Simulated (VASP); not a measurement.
# AlGaN (P4/mmm) in VASP: notebook, part 2 of 3

VASP 6.6.1.

### 4 Single point, PBE

This run uses another cell than the first one, of 18.29 Å³/atom.

File INCAR:

```
SYSTEM = AlGaN
ALGO     = Normal         ! electronic algorithm
EDIFF    = 1E-7           ! SCF threshold, eV
ENCUT    = 520            ! plane-wave cutoff, eV
GGA      = PE             ! functional
ISIF     = 2              ! what is computed and relaxed
ISMEAR   = 0              ! smearing method
LASPH    = .TRUE.         ! aspherical terms in the spheres
LCHARG   = .FALSE.        ! write CHGCAR
LREAL    = .FALSE.        ! projectors in reciprocal space
LWAVE    = .FALSE.        ! write WAVECAR
NBANDS   = 18             ! bands
NELM     = 80             ! most SCF steps
PREC     = Accurate       ! precision mode
SIGMA    = 0.1            ! smearing width, eV
```

File KPOINTS:

```
k-points
0
G
  12 12 14
  0 0 0
```

File POSCAR:

```
AlGaN
1.0
    3.9481991242      0.0000000000      0.0000000000
    0.0000000000      3.9481991242      0.0000000000
    0.0000000000      0.0000000000      3.5199367134
Al Ga N
1 1 1
Direct
    0.0000000000      0.0000000000      0.0000000000
    0.5000000000      0.5000000000      0.0000000000
    0.0000000000      0.0000000000      0.5000000000
```

Potentials or basis: VASP PAW PBE potentials, release 64 (Al, Ga_d, N).

Command:

```bash
> cat potpaw_PBE.64/Al/POTCAR potpaw_PBE.64/Ga_d/POTCAR potpaw_PBE.64/N/POTCAR > POTCAR
> mpirun -np 1 vasp_std > vasp.out
```

OUTCAR:

```text
SYSTEM = AlGaN
   EDIFF = 1E-7
   ENCUT = 520
   GGA = PE
   ISIF = 2
   ISMEAR = 0
   LASPH = .TRUE.
   LREAL = .FALSE.
   NELM = 80
   PREC = Accurate

 ion  position               nearest neighbor table
   1  0.000  0.000  0.000-   3 1.76   3 1.76   2 2.79   2 2.79   2 2.79   2 2.79
   2  0.500  0.500  0.000-   1 2.79   1 2.79   1 2.79   1 2.79
   3  0.000  0.000  0.500-   1 1.76   1 1.76

  LATTYP: Found a simple tetragonal cell.
 ALAT       =     3.9481991242
 C/A-ratio  =     0.8915296829

  Lattice vectors:

 A1 = (   3.9481991242,   0.0000000000,   0.0000000000)
 A2 = (   0.0000000000,   3.9481991242,   0.0000000000)
 A3 = (   0.0000000000,   0.0000000000,   3.5199367134)

Analysis of symmetry for initial positions (statically):
=====================================================================
 Subroutine PRICEL returns:
 Original cell was already a primitive cell.

 Routine SETGRP: Setting up the symmetry group for a
 simple tetragonal supercell.

 Subroutine GETGRP returns: Found 16 space group operations
 (whereof 16 operations were pure point group operations)
 out of a pool of 16 trial point group operations.

The static configuration has the point symmetry D_4h.

Analysis of symmetry for dynamics (positions and initial velocities):
=====================================================================
 Subroutine PRICEL returns:
 Original cell was already a primitive cell.

 Routine SETGRP: Setting up the symmetry group for a
 simple tetragonal supercell.

 Subroutine GETGRP returns: Found 16 space group operations
 (whereof 16 operations were pure point group operations)
 out of a pool of 16 trial point group operations.

The dynamic configuration has the point symmetry D_4h.

 Subroutine INISYM returns: Found 16 space group operations
 (whereof 16 operations are pure point group operations),
 and found     1 'primitive' translations

----------------------------------------------------------------------------------------

                                     Primitive cell

  volume of cell :      54.8697

  direct lattice vectors                    reciprocal lattice vectors
     3.948199124  0.000000000  0.000000000     0.253280032  0.000000000  0.000000000
     0.000000000  3.948199124  0.000000000     0.000000000  0.253280032  0.000000000
     0.000000000  0.000000000  3.519936713     0.000000000  0.000000000  0.284096017

  length of vectors
     3.948199124  3.948199124  3.519936713     0.253280032  0.253280032  0.284096017

  position of ions in fractional coordinates (direct lattice)
     0.000000000  0.000000000  0.000000000
     0.500000000  0.500000000  0.000000000
     0.000000000  0.000000000  0.500000000

  ion indices of the primitive-cell ions
   primitive index   ion index
                 1           1
                 2           2
                 3           3

----------------------------------------------------------------------------------------

 KPOINTS: k-points

Automatic generation of k-mesh.
 Grid dimensions read from file:
 generate k-points for:   12   12   14

 Generating k-lattice:

  Cartesian coordinates                     Fractional coordinates (reciprocal lattice)
     0.021106669  0.000000000  0.000000000     0.083333333  0.000000000  0.000000000
     0.000000000  0.021106669  0.000000000     0.000000000  0.083333333  0.000000000
     0.000000000  0.000000000  0.020292573     0.000000000  0.000000000  0.071428571

  Length of vectors
     0.021106669  0.021106669  0.020292573

  Shift w.r.t. Gamma in fractional coordinates (k-lattice)
     0.000000000  0.000000000  0.000000000

 Subroutine IBZKPT returns following result:
 ===========================================

 Found    224 irreducible k-points:

 Following reciprocal coordinates:
            Coordinates               Weight
  0.000000  0.000000  0.000000      1.000000
  0.083333  0.000000  0.000000      4.000000
  0.166667  0.000000  0.000000      4.000000
  0.250000  0.000000  0.000000      4.000000
  0.333333  0.000000  0.000000      4.000000
  0.416667  0.000000  0.000000      4.000000
[... 16 lines left out ...]
  0.333333  0.333333  0.000000      4.000000
  0.416667  0.333333  0.000000      8.000000
 [... further k-points ...]
   k-points           NKPTS =    224   k-points in BZ     NKDIM =    224   number of bands    NBANDS=     18
   number of dos      NEDOS =    301   number of ions     NIONS =      3
   total plane-waves  NPLWV =  25200
   dimension x,y,z NGX =    30 NGY =   30 NGZ =   28
   dimension x,y,z NGXF=    60 NGYF=   60 NGZF=   56
   ions per type =               1   1   1
   NGX,Y,Z   is equivalent  to a cutoff of  12.63, 12.63, 13.22 a.u.
   NGXF,Y,Z  is equivalent  to a cutoff of  25.26, 25.26, 26.45 a.u.
 SYSTEM =  AlGaN
   PREC   = accura    normal or accurate (medium, high low for compatibility)
   ISTART =      0    job   : 0-new  1-cont  2-samecut
   ICHARG =      2    charge: 1-file 2-atom 10-const
   ISPIN  =      1    spin polarized calculation?
   LNONCOLLINEAR =      F non collinear calculations
   LSORBIT =      F    spin-orbit coupling
   LASPH  =      T    aspherical Exc in radial PAW
   ENCUT  =  520.0 eV  38.22 Ry    6.18 a.u.   7.34  7.34  6.54*2*pi/ulx,y,z
   NELM   =     80;   NELMIN=  2; NELMDL= -5     # of ELM steps
   EDIFF  = 0.1E-06   stopping-criterion for ELM
   LREAL  =      F    real-space projection
   EDIFFG = 0.1E-05   stopping-criterion for IOM
   NSW    =      0    number of steps for IOM
   IBRION =     -1    ionic relax: 0-MD 1-quasi-New 2-CG
   NFREE  =      0    steps in history (QN), initial steepest desc. (CG)
   ISIF   =      2    stress and relaxation
   ISYM   =      2    0-nonsym 1-usesym 2-fastsym
   POTIM  = 0.5000    time-step for ionic-motion
   TEBEG  =    0.0;   TEEND  =   0.0 temperature during run
   PSTRESS=    0.0 pullay stress
   NELECT =      21.0000    total number of electrons
   NUPDOWN=      -1.0000    fix difference up-down
   EMIN   =  10.00;   EMAX   =-10.00  energy-range for DOS
   EFERMI =   0.00;   METHOD = LEGACY
   ISMEAR =     0;   SIGMA  =   0.10  broadening in eV -4-tet -1-fermi 0-gaus
   EFERMI_NEDOS =   21; number of points for ismear=-14 and -15
   IALGO  =     38    algorithm
   IMIX   =      4    mixing-type and parameters
     AMIX     =   0.40;   BMIX     =  1.00
     AMIX_MAG =   1.60;   BMIX_MAG =  1.00
  volume/ion in A,a.u.               =      18.29       123.43
  Fermi-wavevector in a.u.,A,eV,Ry     =   1.188603  2.246135 19.222010  1.412778
  Thomas-Fermi vector in A             =   2.324729
   LORBIT       =      0    0 simple, 1 ext, 2 COOP (PROOUT), +10 PAW based schemes
   GGA     = PE    functional components
   LHFCALC =     F    Hartree Fock is set to
   AEXX    =    0.0000 exact exchange contribution
   IVDW    =     0    specifies the selected vdW correction
   LEPSILON=     F    determine dielectric tensor
   LRPA    =     F    only Hartree local field effects (RPA)
 non-spin polarized calculation
 Gauss-broadening in eV      SIGMA  =   0.10
  energy-cutoff  :      520.00
  volume of cell :       54.87
 maximum number of plane-waves:      1508
 NGX is ok and might be reduce to    30
   NGX = 15   NGY = 15   NGZ = 13

 number of electron      20.9999988 magnetization

 Free energy of the ion-electron system (eV)
  ---------------------------------------------------
  ext. energy  EPLUGINS =         0.00000000
  ---------------------------------------------------
  free energy    TOTEN  =       -13.83595151 eV

  energy without entropy =      -13.82775147  energy(sigma->0) =      -13.83185149

 E-fermi :   3.7085     XC(G=0):  -9.4608

 val. band max:        3.7082351704   @ k =   0.3333   0.0000   0.0714
 cond. band min:       3.7100629719   @ k =   0.0000   0.0000   0.4286
 fundamental gap:      0.0018278015
 Fermi energy:         3.7085211498

 k-point     1 :       0.0000    0.0000    0.0000
  band No.  band energies     occupation
      1     -11.4991      2.00000
      2     -11.4004      2.00000
      3     -11.4004      2.00000
      4     -11.3913      2.00000
      5     -11.3812      2.00000
      6     -10.5689      2.00000
[... 10 lines left out ...]
     17      13.7686      0.00000
     18      14.5664      0.00000
[... 463 lines left out ...]
 k-point    24 :       0.4167    0.3333    0.0000
  band No.  band energies     occupation
      1     -11.4769      2.00000
      2     -11.4517      2.00000
      3     -11.4056      2.00000
      4     -11.4043      2.00000
      5     -11.3483      2.00000
      6     -10.2101      2.00000
[... 10 lines left out ...]
     17      14.3218      0.00000
     18      14.6819      0.00000

 [... further k-points ...]
[... 5 lines left out ...]
  --------------------------------------------------------------------------------------
  -------------------------------------------------------------------------------------
  Total       -0.0166174     -0.0166174     -0.0000635      0.0000000     -0.0000000      0.0000000
  in kB       -0.4852212     -0.4852212     -0.0018534      0.0000000     -0.0000000      0.0000000
  external PRESSURE =      -0.3240986 kB  Pullay stress =       0.0000000 kB

 VOLUME and BASIS-vectors are now :
 -----------------------------------------------------------------------------
  energy-cutoff  :      520.00
  volume of cell :       54.87
      direct lattice vectors                 reciprocal lattice vectors
     3.948199124  0.000000000  0.000000000     0.253280032  0.000000000  0.000000000
     0.000000000  3.948199124  0.000000000     0.000000000  0.253280032  0.000000000
     0.000000000  0.000000000  3.519936713     0.000000000  0.000000000  0.284096017

 POSITION                                       TOTAL-FORCE (eV/Angst)
 -----------------------------------------------------------------------------------
      0.00000      0.00000      0.00000         0.000000      0.000000      0.000000
      1.97410      1.97410      0.00000         0.000000      0.000000      0.000000
      0.00000      0.00000      1.75997         0.000000      0.000000      0.000000
 -----------------------------------------------------------------------------------
    total drift:                                0.000000      0.000000     -0.000000

  FREE ENERGIE OF THE ION-ELECTRON SYSTEM (eV)
  ---------------------------------------------------
  free  energy   TOTEN  =       -13.8359515064 eV

  energy  without entropy=      -13.8277514720  energy(sigma->0) =      -13.83185149
```

Wall time 85 s (1 thread of Intel Xeon 6975P-C (Granite Rapids), shared host); peak memory 0.35 GiB.

Results:

```
Free energy            : -13.8360 eV
Pressure               : 0.0 GPa
Band gap on the k mesh : zero (an odd number of electrons rules out a gap without spin polarisation)
```

(Continued in part 3 of 3.)
